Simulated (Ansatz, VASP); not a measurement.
# MnFeCl in VASP and in Ansatz

The input INCAR:

```
SYSTEM = MnFeCl
  PREC = Accurate
  ENCUT = 600
  EDIFF = 1E-6
  ISMEAR = -1
  SIGMA = 0.005
  LREAL = .FALSE.
  LASPH = .TRUE.
  NELM = 120
  ALGO = Normal
  ISIF = 2
  LWAVE = .FALSE.
  LCHARG = .FALSE.
  GGA = CA
  NBANDS = 37
  GGA_COMPAT = .FALSE.
```

Contents of KPOINTS:

```
regular mesh
0
G
  5 5 3
  0 0 0
```

POSCAR

```
MnFeCl
1.0
    3.9156420000      0.0000000000      0.0000000000
    0.0000000000      3.9156420000      0.0000000000
    0.0000000000      0.0000000000      6.2713670000
Fe Cl Mn
2 2 2
Direct
    0.0000000000      0.0000000000      0.0000000000
    0.5000000000      0.5000000000      0.0000000000
    0.0000000000      0.5000000000      0.7460000000
    0.5000000000      0.0000000000      0.2540000000
    0.0000000000      0.5000000000      0.3293000000
    0.5000000000      0.0000000000      0.6707000000
```

Input for Ansatz:

```yaml
crystal:
  lattice:
    - [3.915642, 0.0, 0.0]
    - [0.0, 3.915642, 0.0]
    - [0.0, 0.0, 6.271367]
  atoms:
    - { symbol: Fe, position: [0.0, 0.0, 0.0] }
    - { symbol: Fe, position: [0.5, 0.5, 0.0] }
    - { symbol: Cl, position: [0.0, 0.5, 0.746] }
    - { symbol: Cl, position: [0.5, 0.0, 0.254] }
    - { symbol: Mn, position: [0.0, 0.5, 0.3293] }
    - { symbol: Mn, position: [0.5, 0.0, 0.6707] }
  symmetry: { tolerance: 0.0003 }
kpoints:
  mp_grid: { grid: [5, 5, 3], shift: [0, 0, 0] }
magnetization:
  spin_polarized: false
scf:
  occupations: { method: fermi_dirac, width: 0.005 }
hamiltonian:
  pseudopotentials: { kind: paw }
  xc: lda
basis:
  ecutwfc: 420
output:
  forces: true
  stress: true
  eigenvalues: true
```

Alike in both runs: task single point; functional LDA; k mesh 5 × 5 × 3; occupations fermi-dirac, width 0.005 eV; no spin polarisation.

```csv
,VASP,Ansatz
version,VASP 6.6.1,Ansatz 0.2.0
potentials or method,"VASP PAW LDA potentials, release 64 (Fe, Cl, Mn_pv), cutoff 600 eV",PAW plane waves
valence electrons in the cell,56,76
```

```csv
,VASP,Ansatz,Ansatz less VASP
gap on the k mesh at the Fermi level (eV),none,none,-
rms of the force components (eV/Å),0.331,0.334,+0.0022
```

LDA's correlation is that of Perdew and Zunger in VASP and of Perdew and Wang (1992) in Ansatz. Atom by atom the forces differ by 0.003 eV/Å (rms over components). A gap of «none» marks a metal or a gap that the smearing closes. VASP's potentials hold 56 valence electrons a cell and Ansatz's 76, so a difference there can come from the potentials and not from the codes.
